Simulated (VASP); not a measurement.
GaAs, 6 atoms in the cell. The cell holds a slab with vacuum, 6 atoms: a = 3.962 Å, b = 5.603 Å, c = 19.962 Å, α = 90.00°, β = 90.00°, γ = 90.00°. 

| Item | Value |
| --- | --- |
| Program | VASP 6.6.1 |
| Task | single point |
| Functional | LDA |
| Potentials or basis | VASP PAW LDA potentials, release 64 (Ga_d, As) |
| Cutoff | 520 eV |
| k mesh | 7 × 5 × 1 |
| Occupations | fermi-dirac, width 0.02 eV |
| Spin | no spin polarisation |
| Dipole correction | yes |
| Further INCAR settings | ALGO = Normal; EDIFF = 1e-06; NBANDS = 36 |

Potentials or basis: VASP PAW LDA potentials, release 64 (Ga_d, As).

The run is started by

```sh
$ cat potpaw_LDA.64/Ga_d/POTCAR potpaw_LDA.64/As/POTCAR > POTCAR
$ mpirun -np 1 vasp_std > vasp.out
```

Hardware: 1 thread of Intel Xeon 8259CL, on a shared host.

Task: How long does it take, and how much memory?

Result: Run time: 8.9 min on 1 thread of Intel Xeon 8259CL, on a shared host, peak memory 0.43 GiB. Counts: scf iterations 23, k points 12.
